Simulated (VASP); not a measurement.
# Ir (P6_3/mmc) in VASP: notebook

Ir is run at these levels: r2SCAN; tasks: relaxation of cell and atoms, single point.

All numbers are computed with VASP 6.6.1; they aren't measurements. Logs are shortened: lines on timing, memory, paths and dates and some standing lists are left out, and cuts for length are marked.

## 1. The cell of the first run

The structure is hexagonal, space group P6_3/mmc (No. 194). Conventional cell: a = 2.727 Å, b = 2.727 Å, c = 4.422 Å, α = 90.00°, β = 90.00°, γ = 120.00°. Ir (site symmetry -6m2) has 12 Ir at 2.71 to 2.73 Å within 3.6 Å.

## 2. Relaxation of cell and atoms, r2SCAN

POSCAR reads:

```
Ir
1.0
    2.7270385748      0.0000000000      0.0000000000
   -1.3635192874      2.3616846829      0.0000000000
    0.0000000000      0.0000000000      4.4224039805
Ir
2
Direct
    0.6666666667      0.3333333333      0.7500000000
    0.3333333333      0.6666666667      0.2500000000
```

INCAR.step1 reads:

```
SYSTEM = Ir
ALGO     = Normal         ! electronic algorithm
EDIFF    = 1E-4           ! SCF threshold, eV
ENCUT    = 600            ! plane-wave cutoff, eV
GGA      = PE             ! functional
ISMEAR   = 0              ! smearing method
LASPH    = .TRUE.         ! aspherical terms in the spheres
LCHARG   = .FALSE.        ! write CHGCAR
LREAL    = .FALSE.        ! projectors in reciprocal space
LWAVE    = .TRUE.         ! write WAVECAR
NELM     = 100            ! most SCF steps
PREC     = Accurate       ! precision mode
SIGMA    = 0.1            ! smearing width, eV
```

INCAR.step2 reads:

```
SYSTEM = Ir
ALGO     = Normal         ! electronic algorithm
EDIFF    = 1E-6           ! SCF threshold, eV
EDIFFG   = -0.005         ! ionic threshold
ENCUT    = 600            ! plane-wave cutoff, eV
IBRION   = 2              ! ionic algorithm
ISIF     = 3              ! what is computed and relaxed
ISMEAR   = 0              ! smearing method
ISTART   = 1            
LASPH    = .TRUE.         ! aspherical terms in the spheres
LCHARG   = .FALSE.        ! write CHGCAR
LMIXTAU  = .TRUE.       
LREAL    = .FALSE.        ! projectors in reciprocal space
LWAVE    = .FALSE.        ! write WAVECAR
METAGGA  = R2SCAN         ! meta-GGA
NELM     = 100            ! most SCF steps
NSW      = 100            ! ionic steps
PREC     = Accurate       ! precision mode
SIGMA    = 0.1            ! smearing width, eV
```

KPOINTS reads:

```
k-points
0
G
  18 18 10
  0 0 0
```

Potentials or basis: VASP PAW PBE potentials, release 64 (Ir).

Run with:

```bash
> cat potpaw_PBE.64/Ir/POTCAR > POTCAR
> cp INCAR.step1 INCAR
> mpirun -np 1 vasp_std > vasp.out
> cp INCAR.step2 INCAR
> mpirun -np 1 vasp_std > vasp.out
```

OUTCAR:

```text
SYSTEM = Ir
   EDIFF = 1E-6
   EDIFFG = -0.005
   ENCUT = 600
   IBRION = 2
   ISIF = 3
   ISMEAR = 0
   ISTART = 1
   LASPH = .TRUE.
   LREAL = .FALSE.
   METAGGA = R2SCAN
   NELM = 100
   NSW = 100
   PREC = Accurate

 ion  position               nearest neighbor table
   1  0.667  0.333  0.750-   2 2.71   2 2.71   2 2.71   2 2.71   2 2.71   2 2.71
   2  0.333  0.667  0.250-   1 2.71   1 2.71   1 2.71   1 2.71   1 2.71   1 2.71

  LATTYP: Found a hexagonal cell.
 ALAT       =     2.7270385748
 C/A-ratio  =     1.6216873576

  Lattice vectors:

 A1 = (   2.7270385748,   0.0000000000,   0.0000000000)
 A2 = (  -1.3635192874,   2.3616846829,   0.0000000000)
 A3 = (   0.0000000000,   0.0000000000,   4.4224039805)

Analysis of symmetry for initial positions (statically):
=====================================================================
 Subroutine PRICEL returns:
 Original cell was already a primitive cell.

 Routine SETGRP: Setting up the symmetry group for a
 hexagonal supercell.

 Subroutine GETGRP returns: Found 24 space group operations
 (whereof 12 operations were pure point group operations)
 out of a pool of 24 trial point group operations.

The static configuration has the point symmetry D_3d.
 The point group associated with its full space group is D_6h.

Analysis of symmetry for dynamics (positions and initial velocities):
=====================================================================
 Subroutine PRICEL returns:
 Original cell was already a primitive cell.

 Routine SETGRP: Setting up the symmetry group for a
 hexagonal supercell.

 Subroutine GETGRP returns: Found 24 space group operations
 (whereof 12 operations were pure point group operations)
 out of a pool of 24 trial point group operations.

The dynamic configuration has the point symmetry D_3d.
 The point group associated with its full space group is D_6h.

 Subroutine INISYM returns: Found 24 space group operations
 (whereof 12 operations are pure point group operations),
 and found     1 'primitive' translations

----------------------------------------------------------------------------------------

                                     Primitive cell

  volume of cell :      28.4821

  direct lattice vectors                    reciprocal lattice vectors
     2.727038575  0.000000000  0.000000000     0.366698150  0.211713276  0.000000000
    -1.363519287  2.361684683  0.000000000     0.000000000  0.423426551  0.000000000
     0.000000000  0.000000000  4.422403981     0.000000000  0.000000000  0.226121359

  length of vectors
     2.727038575  2.727038575  4.422403981     0.423426551  0.423426551  0.226121359

  position of ions in fractional coordinates (direct lattice)
[... 97 lines left out ...]
   IMIX   =      4    mixing-type and parameters
     AMIX     =   0.40;   BMIX     =  1.00
     AMIX_MAG =   1.60;   BMIX_MAG =  1.00
  volume/ion in A,a.u.               =      14.24        96.10
  Fermi-wavevector in a.u.,A,eV,Ry     =   1.404888  2.654854 26.853970  1.973711
  Thomas-Fermi vector in A             =   2.527405
   LORBIT       =      0    0 simple, 1 ext, 2 COOP (PROOUT), +10 PAW based schemes
   METAGGA = R2SCAN    functional components
   LHFCALC =     F    Hartree Fock is set to
   AEXX    =    0.0000 exact exchange contribution
   IVDW    =     0    specifies the selected vdW correction
   LEPSILON=     F    determine dielectric tensor
   LRPA    =     F    only Hartree local field effects (RPA)
 conjugate gradient relaxation of ions
 non-spin polarized calculation
 Gauss-broadening in eV      SIGMA  =   0.10
  energy-cutoff  :      600.00
  volume of cell :       28.48
 maximum number of plane-waves:       974
 NGX is ok and might be reduce to    24
   NGX = 11   NGY = 11   NGZ = 17

--------------------------------------- Ionic step        1  -------------------------------------------

 number of electron      18.0000000 magnetization

 Free energy of the ion-electron system (eV)
  ---------------------------------------------------
  ext. energy  EPLUGINS =         0.00000000
  ---------------------------------------------------
  free energy    TOTEN  =      -104.56033559 eV

  energy without entropy =     -104.55057209  energy(sigma->0) =     -104.55545384

------------------------ aborting loop because EDIFF is reached ----------------------------------------

  FORCE on cell =-STRESS in cart. coord.  units (eV):
  Direction    XX          YY          ZZ          XY          YZ          ZX
  --------------------------------------------------------------------------------------
  -------------------------------------------------------------------------------------
  Total        0.5598785      0.5598785      0.5262592     -0.0000000     -0.0000000      0.0000000
  in kB       31.4943576     31.4943576     29.6032000     -0.0000000     -0.0000000      0.0000000
  external PRESSURE =      30.8639718 kB  Pullay stress =       0.0000000 kB
[... 23 lines left out ...]
--------------------------------------- Ionic step        2  -------------------------------------------

 number of electron      17.9999999 magnetization

 E-fermi :   9.5289     XC(G=0): -15.0177

 val. band max:        9.5230926403   @ k =   0.3889   0.0000   0.0000
 cond. band min:       9.5326582485   @ k =   0.3333   0.3333   0.1000
 fundamental gap:      0.0095656083
 Fermi energy:         9.5289336733

 k-point     1 :       0.0000    0.0000    0.0000
  band No.  band energies     occupation
      1      -1.6355      2.00000
      2       1.4900      2.00000
      3       5.7003      2.00000
      4       5.7946      2.00000
      5       5.7946      2.00000
      6       6.4252      2.00000
      7       6.4252      2.00000
      8       7.1845      2.00000
      9       7.1845      2.00000
     10       8.8682      2.00000
     11       9.7760      0.00048
     12       9.7760      0.00048
     13      16.5633      0.00000
[... 511 lines left out ...]
--------------------------------------- Ionic step        6  -------------------------------------------

 number of electron      17.9999999 magnetization

 Free energy of the ion-electron system (eV)
  ---------------------------------------------------
  ext. energy  EPLUGINS =         0.00000000
  ---------------------------------------------------
  free energy    TOTEN  =      -104.56251672 eV

  energy without entropy =     -104.55263613  energy(sigma->0) =     -104.55757643

 E-fermi :  10.0694     XC(G=0): -15.2351

 val. band max:       10.0639171934   @ k =   0.3889   0.0000   0.0000
 cond. band min:      10.0734548516   @ k =   0.3333   0.3333   0.1000
 fundamental gap:      0.0095376583
 Fermi energy:        10.0694179443

 k-point     1 :       0.0000    0.0000    0.0000
  band No.  band energies     occupation
      1      -1.4484      2.00000
      2       1.6853      2.00000
      3       6.0468      2.00000
      4       6.1427      2.00000
      5       6.1427      2.00000
      6       6.8087      2.00000
      7       6.8087      2.00000
      8       7.6091      2.00000
      9       7.6091      2.00000
     10       9.3125      2.00000
     11      10.3288      0.00024
     12      10.3288      0.00024
     13      17.4002      0.00000
[... 397 lines left out ...]
  FREE ENERGIE OF THE ION-ELECTRON SYSTEM (eV)
  ---------------------------------------------------
  free  energy   TOTEN  =      -104.5625167231 eV

  energy  without entropy=     -104.5526361291  energy(sigma->0) =     -104.55757643

 reached required accuracy - stopping structural energy minimisation
```

OUTCAR.step1:

```text
SYSTEM = Ir
   EDIFF = 1E-4
   ENCUT = 600
   GGA = PE
   ISMEAR = 0
   LASPH = .TRUE.
   LREAL = .FALSE.
[... 608 lines left out ...]
      1.36352      0.78723      3.31680        -0.000000      0.000000      0.000000
     -0.00000      1.57446      1.10560         0.000000      0.000000      0.000000
 -----------------------------------------------------------------------------------
    total drift:                                0.000000     -0.000000     -0.000000

  FREE ENERGIE OF THE ION-ELECTRON SYSTEM (eV)
  ---------------------------------------------------
  free  energy   TOTEN  =       -17.5406952755 eV

  energy  without entropy=      -17.5304833006  energy(sigma->0) =      -17.53558929
```

OSZICAR.step1:

```text
N       E                     dE             d eps       ncg     rms          rms(c)
DAV:   1     0.165586021064E+03    0.16559E+03   -0.94424E+03  5772   0.156E+03
DAV:   2    -0.113385839909E+02   -0.17692E+03   -0.16352E+03  5892   0.387E+02
DAV:   3    -0.184869821673E+02   -0.71484E+01   -0.67045E+01  7084   0.874E+01
DAV:   4    -0.186237697813E+02   -0.13679E+00   -0.13502E+00  6250   0.110E+01
DAV:   5    -0.186261053502E+02   -0.23356E-02   -0.23351E-02  7051   0.140E+00    0.217E+01
DAV:   6    -0.177269522263E+02    0.89915E+00   -0.14253E+00  6727   0.168E+01    0.910E+00
DAV:   7    -0.175527021275E+02    0.17425E+00   -0.48088E-01  7088   0.936E+00    0.204E+00
DAV:   8    -0.175436382739E+02    0.90639E-02   -0.54855E-03  6055   0.819E-01    0.856E-01
DAV:   9    -0.175406845111E+02    0.29538E-02   -0.42987E-03  6762   0.979E-01    0.261E-02
DAV:  10    -0.175406952755E+02   -0.10764E-04   -0.14913E-05  3226   0.419E-02
   1 F= -.17540695E+02 E0= -.17535589E+02  d E =-.102120E-01
```

Wall time 16 min (1 thread of Intel Xeon Platinum 8259CL at 2.50GHz (Skylake/Cascade Lake), shared host); peak memory 0.24 GiB.

What came out:

- Free energy: -104.5625 eV
- Relaxed volume: 14.36 Å³/atom
- Relaxed cell: a = 2.735 Å, b = 2.735 Å, c = 4.432 Å, α = 90.00°, β = 90.00°, γ = 120.00°
- Space group after relaxing (to 0.05 Å): P6_3/mmc (No. 194)
- Energy gained by relaxing: 1.1 meV/atom
- Ionic steps: 6
- Pressure after relaxing: 0.0 GPa
- Band gap on the k mesh: zero (band 9 reaches 11.03 eV, above the bottom of band 10 at 7.66 eV)

Step by step:
| step | energy change (eV) | largest force (eV/Å) | pressure (GPa) | volume (Å³) |
| --- | --- | --- | --- | --- |
| 1 | 0.0000 | 0.0000 | 3.09 | 28.48 |
| 2 | 0.0299 | 0.0000 | -10.82 | 29.63 |
| 3 | -0.0022 | 0.0000 | -0.03 | 28.71 |
| 4 | -0.0022 | 0.0000 | 0.04 | 28.71 |
| 5 | -0.0022 | 0.0000 | 0.03 | 28.71 |
| 6 | -0.0022 | 0.0000 | 0.04 | 28.71 |

Final structure:
```
Ir
1.0
     2.73493    0.00000    0.00000
    -1.36746    2.36852    0.00000
     0.00000    0.00000    4.43217
Ir
2
Direct
  0.66667 0.33333 0.75000
  0.33333 0.66667 0.25000
```

Caveat: the PAW data sets were made with another functional, which shifts forces and pressure a little; spin-orbit coupling is left out, which moves the levels of the heavy elements.

(Part 1 of 2 ends here.)
